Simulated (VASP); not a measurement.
Here is a VASP 6.6.1 calculation.

File INCAR:

```
ALGO = Normal
EDIFF = 1E-7
EDIFFG = -0.008
ENCUT = 520
GGA = PS
GGA_COMPAT = F
IBRION = 2
ISIF = 2
ISMEAR = 0
KPAR = 4
LASPH = T
LCHARG = F
LREAL = F
LWAVE = F
NELM = 120
NELMIN = 4
NSW = 60
PREC = Accurate
SIGMA = 0.02
```

KPOINTS

```
k-points
0
Gamma
  6 6 8
```

Contents of POSCAR:

```
FeS2
1.0
    4.3674117449      0.0000000000      0.0000000000
    0.0000000000      5.3331402397      0.0000000000
    0.0000000000      0.0000000000      3.3109760508
Fe S
2 4
Direct
    0.5000000000      0.5000000000      0.5000000000
    0.0000000000      0.0000000000      0.0000000000
    0.2928643982      0.8744129759      0.5000000000
    0.7071356018      0.1255870241      0.5000000000
    0.2071356018      0.3744129759      0.0000000000
    0.7928643982      0.6255870241      0.0000000000
```

Potentials or basis: VASP PAW PBE potentials, release 64 (Fe, S).

The run is started by

```console
$ cat potpaw_PBE.64/Fe/POTCAR potpaw_PBE.64/S/POTCAR > POTCAR
$ mpirun -np 4 vasp_std > vasp.out
```

(1) Predict the energy gained by relaxing.

(2) Estimate the band gap on the k mesh.

Results:

(1) 0.3 meV/atom.

(2) 0.93 eV (least direct gap 1.26 eV).

Caveat: the cell differs from its parent crystal (strain along c alone, the other axes held: -1.0 %).
